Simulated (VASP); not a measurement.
# Cd (P6_3/mmc) in VASP: notebook

Runs on Cd. Level: PBE. Tasks: single point.

All numbers are computed with VASP 6.6.1; they aren't measurements. Logs are shortened: lines on timing, memory, paths and dates and some standing lists are left out, and cuts for length are marked.

## 1. The cell of the first run

It takes space group P6_3/mmc (No. 194, hexagonal). The conventional cell has a = 2.904 Å, b = 2.904 Å, c = 5.899 Å, α = 90.00°, β = 90.00°, γ = 120.00°. Cd (site symmetry -6m2) has 12 Cd at 2.90 to 3.39 Å within 3.8 Å.

## 2. Single point, PBE (strain -0.025 along x and y, +0.050 along z)

Contents of INCAR:

```
SYSTEM = Cd
  ALGO = Normal
  EDIFF = 1E-6
  ENCUT = 500
  GGA = PE
  GGA_COMPAT = .FALSE.
  ISIF = 2
  ISMEAR = 0
  LASPH = .TRUE.
  LCHARG = .TRUE.
  LELF = .TRUE.
  LREAL = .FALSE.
  LVHAR = .TRUE.
  LWAVE = .FALSE.
  NBANDS = 19
  NELM = 120
  PREC = Accurate
  SIGMA = 0.15
```

Contents of KPOINTS:

```
k-points
0
G
  18 18 8
  0 0 0
```

Contents of POSCAR:

```
Cd
1.0
    2.9044006954      0.0000000000      0.0000000000
   -1.4522003477      2.5152847850      0.0000000000
    0.0000000000      0.0000000000      5.8985325000
Cd
2
Direct
    0.3333333333      0.6666666667      0.2500000000
    0.6666666667      0.3333333333      0.7500000000
```

Potentials or basis: VASP PAW PBE potentials, release 64 (Cd).

The run is started by

```console
$ cat potpaw_PBE.64/Cd/POTCAR > POTCAR
$ mpirun -np 1 vasp_std > vasp.out
```

OUTCAR:

```text
SYSTEM = Cd
   EDIFF = 1E-6
   ENCUT = 500
   GGA = PE
   ISIF = 2
   ISMEAR = 0
   LASPH = .TRUE.
   LREAL = .FALSE.
   NELM = 120
   PREC = Accurate

 ion  position               nearest neighbor table
   1  0.333  0.667  0.250-   2 3.39   2 3.39   2 3.39   2 3.39   2 3.39   2 3.39
   2  0.667  0.333  0.750-   1 3.39   1 3.39   1 3.39   1 3.39   1 3.39   1 3.39

  LATTYP: Found a hexagonal cell.
 ALAT       =     2.9044006954
 C/A-ratio  =     2.0308948794

  Lattice vectors:

 A1 = (   2.9044006954,   0.0000000000,   0.0000000000)
 A2 = (  -1.4522003477,   2.5152847850,   0.0000000000)
 A3 = (   0.0000000000,   0.0000000000,   5.8985325000)

Analysis of symmetry for initial positions (statically):
=====================================================================
 Subroutine PRICEL returns:
 Original cell was already a primitive cell.

 Routine SETGRP: Setting up the symmetry group for a
 hexagonal supercell.

 Subroutine GETGRP returns: Found 24 space group operations
 (whereof 12 operations were pure point group operations)
 out of a pool of 24 trial point group operations.

The static configuration has the point symmetry D_3d.
 The point group associated with its full space group is D_6h.

Analysis of symmetry for dynamics (positions and initial velocities):
=====================================================================
 Subroutine PRICEL returns:
 Original cell was already a primitive cell.

 Routine SETGRP: Setting up the symmetry group for a
 hexagonal supercell.

 Subroutine GETGRP returns: Found 24 space group operations
 (whereof 12 operations were pure point group operations)
 out of a pool of 24 trial point group operations.

The dynamic configuration has the point symmetry D_3d.
 The point group associated with its full space group is D_6h.

 Subroutine INISYM returns: Found 24 space group operations
 (whereof 12 operations are pure point group operations),
 and found     1 'primitive' translations

----------------------------------------------------------------------------------------

                                     Primitive cell

  volume of cell :      43.0911

  direct lattice vectors                    reciprocal lattice vectors
     2.904400695  0.000000000  0.000000000     0.344305110  0.198784648  0.000000000
    -1.452200348  2.515284785  0.000000000     0.000000000  0.397569296  0.000000000
     0.000000000  0.000000000  5.898532500     0.000000000  0.000000000  0.169533693

  length of vectors
     2.904400695  2.904400695  5.898532500     0.397569296  0.397569296  0.169533693

  position of ions in fractional coordinates (direct lattice)
     0.333333333  0.666666667  0.250000000
     0.666666667  0.333333333  0.750000000

  ion indices of the primitive-cell ions
   primitive index   ion index
                 1           1
                 2           2

----------------------------------------------------------------------------------------

 KPOINTS: k-points

Automatic generation of k-mesh.
 Grid dimensions read from file:
 generate k-points for:   18   18    8

 Generating k-lattice:

  Cartesian coordinates                     Fractional coordinates (reciprocal lattice)
     0.019128062  0.011043592  0.000000000     0.055555556  0.000000000  0.000000000
     0.000000000  0.022087183  0.000000000     0.000000000  0.055555556  0.000000000
     0.000000000  0.000000000  0.021191712     0.000000000  0.000000000  0.125000000

  Length of vectors
     0.022087183  0.022087183  0.021191712

  Shift w.r.t. Gamma in fractional coordinates (k-lattice)
     0.000000000  0.000000000  0.000000000

 Subroutine IBZKPT returns following result:
 ===========================================

 Found    185 irreducible k-points:

 Following reciprocal coordinates:
            Coordinates               Weight
  0.000000  0.000000  0.000000      1.000000
  0.055556  0.000000  0.000000      6.000000
  0.111111  0.000000  0.000000      6.000000
  0.166667  0.000000  0.000000      6.000000
  0.222222  0.000000  0.000000      6.000000
  0.277778  0.000000  0.000000      6.000000
[... 16 lines left out ...]
  0.333333  0.111111  0.000000     12.000000
  0.388889  0.111111  0.000000     12.000000
 [... further k-points ...]
   k-points           NKPTS =    185   k-points in BZ     NKDIM =    185   number of bands    NBANDS=     19
   number of dos      NEDOS =    301   number of ions     NIONS =      2
   total plane-waves  NPLWV =  27648
   dimension x,y,z NGX =    24 NGY =   24 NGZ =   48
   dimension x,y,z NGXF=    48 NGYF=   48 NGZF=   96
   ions per type =               2
   NGX,Y,Z   is equivalent  to a cutoff of  13.74, 13.74, 13.53 a.u.
   NGXF,Y,Z  is equivalent  to a cutoff of  27.47, 27.47, 27.06 a.u.
 SYSTEM =  Cd
   PREC   = accura    normal or accurate (medium, high low for compatibility)
   ISTART =      0    job   : 0-new  1-cont  2-samecut
   ICHARG =      2    charge: 1-file 2-atom 10-const
   ISPIN  =      1    spin polarized calculation?
   LNONCOLLINEAR =      F non collinear calculations
   LSORBIT =      F    spin-orbit coupling
   LASPH  =      T    aspherical Exc in radial PAW
   ENCUT  =  500.0 eV  36.75 Ry    6.06 a.u.   5.30  5.30 10.75*2*pi/ulx,y,z
   NELM   =    120;   NELMIN=  2; NELMDL= -5     # of ELM steps
   EDIFF  = 0.1E-05   stopping-criterion for ELM
   LREAL  =      F    real-space projection
   EDIFFG = 0.1E-04   stopping-criterion for IOM
   NSW    =      0    number of steps for IOM
   IBRION =     -1    ionic relax: 0-MD 1-quasi-New 2-CG
   NFREE  =      0    steps in history (QN), initial steepest desc. (CG)
   ISIF   =      2    stress and relaxation
   ISYM   =      2    0-nonsym 1-usesym 2-fastsym
   POTIM  = 0.5000    time-step for ionic-motion
   TEBEG  =    0.0;   TEEND  =   0.0 temperature during run
   PSTRESS=    0.0 pullay stress
   NELECT =      24.0000    total number of electrons
   NUPDOWN=      -1.0000    fix difference up-down
   EMIN   =  10.00;   EMAX   =-10.00  energy-range for DOS
   EFERMI =   0.00;   METHOD = LEGACY
   ISMEAR =     0;   SIGMA  =   0.15  broadening in eV -4-tet -1-fermi 0-gaus
   EFERMI_NEDOS =   21; number of points for ismear=-14 and -15
   IALGO  =     38    algorithm
   IMIX   =      4    mixing-type and parameters
     AMIX     =   0.40;   BMIX     =  1.00
     AMIX_MAG =   1.60;   BMIX_MAG =  1.00
  volume/ion in A,a.u.               =      21.55       145.40
  Fermi-wavevector in a.u.,A,eV,Ry     =   1.346943  2.545354 24.684459  1.814257
  Thomas-Fermi vector in A             =   2.474734
   LORBIT       =      0    0 simple, 1 ext, 2 COOP (PROOUT), +10 PAW based schemes
   GGA     = PE    functional components
   LHFCALC =     F    Hartree Fock is set to
   AEXX    =    0.0000 exact exchange contribution
   IVDW    =     0    specifies the selected vdW correction
   LEPSILON=     F    determine dielectric tensor
   LRPA    =     F    only Hartree local field effects (RPA)
 non-spin polarized calculation
 Gauss-broadening in eV      SIGMA  =   0.15
  energy-cutoff  :      500.00
  volume of cell :       43.09
 maximum number of plane-waves:      1110
 NGX is ok and might be reduce to    24
   NGX = 11   NGY = 11   NGZ = 21

 number of electron      24.0000005 magnetization

 Free energy of the ion-electron system (eV)
  ---------------------------------------------------
  ext. energy  EPLUGINS =         0.00000000
  ---------------------------------------------------
  free energy    TOTEN  =        -1.43109982 eV

  energy without entropy =       -1.42570945  energy(sigma->0) =       -1.42840463

 E-fermi :   2.9017     XC(G=0): -11.0190

 val. band max:        2.8991674614   @ k =   0.3889   0.2222   0.3750
 cond. band min:       2.9128338325   @ k =   0.1111   0.0556   0.2500
 fundamental gap:      0.0136663711
 Fermi energy:         2.9017219285

 k-point     1 :       0.0000    0.0000    0.0000
  band No.  band energies     occupation
      1      -7.0639      2.00000
      2      -6.8917      2.00000
      3      -6.3531      2.00000
      4      -6.3531      2.00000
      5      -6.3187      2.00000
      6      -6.3187      2.00000
[... 11 lines left out ...]
     18      19.2046      0.00000
     19      19.2371      0.00000

 k-point     2 :       0.0556    0.0000    0.0000
  band No.  band energies     occupation
      1      -7.0245      2.00000
      2      -6.8502      2.00000
      3      -6.3682      2.00000
      4      -6.3329      2.00000
      5      -6.3203      2.00000
      6      -6.2865      2.00000
[... 11 lines left out ...]
     18      18.4221      0.00000
     19      19.6654      0.00000

 k-point     3 :       0.1111    0.0000    0.0000
  band No.  band energies     occupation
      1      -6.9229      2.00000
      2      -6.7518      2.00000
      3      -6.4064      2.00000
      4      -6.3617      2.00000
      5      -6.2247      2.00000
      6      -6.1929      2.00000
[... 11 lines left out ...]
     18      17.7857      0.00000
     19      19.4595      0.00000

 k-point     4 :       0.1667    0.0000    0.0000
  band No.  band energies     occupation
      1      -6.8328      2.00000
      2      -6.6683      2.00000
      3      -6.4425      2.00000
      4      -6.3329      2.00000
      5      -6.0752      2.00000
      6      -6.0467      2.00000
[... 11 lines left out ...]
     18      17.2381      0.00000
     19      17.4999      0.00000

 k-point     5 :       0.2222    0.0000    0.0000
  band No.  band energies     occupation
      1      -6.8548      2.00000
      2      -6.6948      2.00000
      3      -6.3647      2.00000
      4      -6.2006      2.00000
      5      -6.1624      2.00000
      6      -5.9463      2.00000
[... 11 lines left out ...]
     18      15.7556      0.00000
     19      16.9264      0.00000

 k-point     6 :       0.2778    0.0000    0.0000
  band No.  band energies     occupation
      1      -6.9462      2.00000
      2      -6.7974      2.00000
      3      -6.3565      2.00000
      4      -6.2214      2.00000
      5      -6.0739      2.00000
      6      -6.0111      2.00000
[... 11 lines left out ...]
     18      15.0423      0.00000
     19      16.9720      0.00000

 k-point     7 :       0.3333    0.0000    0.0000
  band No.  band energies     occupation
      1      -7.0492      2.00000
      2      -6.9060      2.00000
      3      -6.5219      2.00000
      4      -6.1887      2.00000
      5      -6.0913      2.00000
      6      -5.8964      2.00000
[... 11 lines left out ...]
     18      15.7891      0.00000
     19      16.8597      0.00000

 k-point     8 :       0.3889    0.0000    0.0000
  band No.  band energies     occupation
      1      -7.1372      2.00000
      2      -6.9963      2.00000
      3      -6.6463      2.00000
      4      -6.2798      2.00000
      5      -5.9886      2.00000
      6      -5.9305      2.00000
[... 256 lines left out ...]
 k-point    20 :       0.1667    0.1111    0.0000
  band No.  band energies     occupation
      1      -6.7052      2.00000
      2      -6.5516      2.00000
      3      -6.4952      2.00000
      4      -6.3355      2.00000
      5      -6.1942      2.00000
      6      -6.0390      2.00000
[... 11 lines left out ...]
     18      15.8952      0.00000
     19      16.1880      0.00000

 k-point    21 :       0.2222    0.1111    0.0000
  band No.  band energies     occupation
      1      -6.8044      2.00000
      2      -6.6581      2.00000
      3      -6.3657      2.00000
      4      -6.3174      2.00000
      5      -6.1517      2.00000
      6      -6.1314      2.00000
[... 11 lines left out ...]
     18      15.1483      0.00000
     19      15.5535      0.00000

 k-point    22 :       0.2778    0.1111    0.0000
  band No.  band energies     occupation
      1      -6.9081      2.00000
      2      -6.7618      2.00000
      3      -6.5112      2.00000
      4      -6.2133      2.00000
      5      -6.1475      2.00000
      6      -5.9561      2.00000
[... 11 lines left out ...]
     18      14.9527      0.00000
     19      15.5481      0.00000

 k-point    23 :       0.3333    0.1111    0.0000
  band No.  band energies     occupation
      1      -6.9939      2.00000
      2      -6.8468      2.00000
      3      -6.6204      2.00000
      4      -6.2777      2.00000
      5      -6.0139      2.00000
      6      -5.9759      2.00000
[... 11 lines left out ...]
     18      14.4669      0.00000
     19      15.3580      0.00000

 k-point    24 :       0.3889    0.1111    0.0000
  band No.  band energies     occupation
      1      -7.0500      2.00000
      2      -6.9023      2.00000
      3      -6.6877      2.00000
      4      -6.3189      2.00000
      5      -6.0120      2.00000
      6      -5.9294      2.00000
[... 11 lines left out ...]
     18      14.1542      0.00000
     19      15.1691      0.00000

 [... further k-points ...]

------------------------ aborting loop because EDIFF is reached ----------------------------------------

  FORCE on cell =-STRESS in cart. coord.  units (eV):
  Direction    XX          YY          ZZ          XY          YZ          ZX
  --------------------------------------------------------------------------------------
  -------------------------------------------------------------------------------------
  Total        1.8689325      1.8689325      0.3576040      0.0000000     -0.0000000      0.0000000
  in kB       69.4890753     69.4890753     13.2961306      0.0000000     -0.0000000      0.0000000
  external PRESSURE =      50.7580938 kB  Pullay stress =       0.0000000 kB

 VOLUME and BASIS-vectors are now :
 -----------------------------------------------------------------------------
  energy-cutoff  :      500.00
  volume of cell :       43.09
      direct lattice vectors                 reciprocal lattice vectors
     2.904400695  0.000000000  0.000000000     0.344305110  0.198784648  0.000000000
    -1.452200348  2.515284785  0.000000000     0.000000000  0.397569296  0.000000000
     0.000000000  0.000000000  5.898532500     0.000000000  0.000000000  0.169533693

 POSITION                                       TOTAL-FORCE (eV/Angst)
 -----------------------------------------------------------------------------------
     -0.00000      1.67686      1.47463        -0.000000     -0.000000      0.000000
      1.45220      0.83843      4.42390         0.000000      0.000000      0.000000
 -----------------------------------------------------------------------------------
    total drift:                               -0.000000      0.000000      0.000000

  FREE ENERGIE OF THE ION-ELECTRON SYSTEM (eV)
  ---------------------------------------------------
  free  energy   TOTEN  =        -1.4310998162 eV

  energy  without entropy=       -1.4257094459  energy(sigma->0) =       -1.42840463
```

Wall time 85 s (1 thread of Intel Xeon Platinum 8488C (Sapphire Rapids), shared host); peak memory 0.25 GiB.

What came out:

```yaml
Free_energy: -1.4311 eV
Pressure: 5.1 GPa
Band_gap_on_the_k_mesh: zero (bands 12 and 13 overlap by 4.90 eV)
```

Caveat: the cell differs from its parent crystal (strain -0.025 along x and y, +0.050 along z); the stress differs along the axes, from 1 to 7 GPa.

(Continued in part 2 of 2.)
